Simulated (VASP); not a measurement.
# Au: single point with r2SCAN

The system is Au.

```
Au
1.0
     0.00000    1.97359    1.97359
     1.97359    0.00000    1.97359
     1.97359    1.97359    0.00000
Au
1
Cartesian
  0.0000 0.0000 0.0000
```

```json
{
 "Program": "VASP 6.6.1",
 "Task": "single point",
 "Functional": "r2SCAN",
 "Potentials or basis": "VASP PAW PBE potentials, release 64 (Au)",
 "Cutoff": "520 eV",
 "k mesh": "18 × 18 × 18",
 "Occupations": "gaussian, width 0.1 eV",
 "Spin": "no spin polarisation"
}
```

```
Pressure : 30.7 GPa
```

Levels at points of the mesh, in eV from the Fermi level:
```csv
k point,band 3,band 4,band 5,band 6,band 7,band 8,band 9,band 10
"(0.00, 0.00, 0.00)",-5.60,-5.60,-3.76,-3.76,15.08,19.83,19.83,19.83
"(0.50, 0.00, 0.00)",-5.67,-2.26,-2.26,-1.36,3.77,14.60,18.71,18.71
"(0.50, 0.50, 0.00)",-2.33,-1.85,-1.85,0.83,6.92,10.81,10.81,19.26
```

Wall time 2.6 min on 1 thread of Intel Xeon 8259CL, on a shared host, peak memory 0.17 GiB.

Caveat: the PAW data sets were made with another functional, which shifts forces and pressure a little; spin-orbit coupling is left out, which moves the levels of the heavy elements.
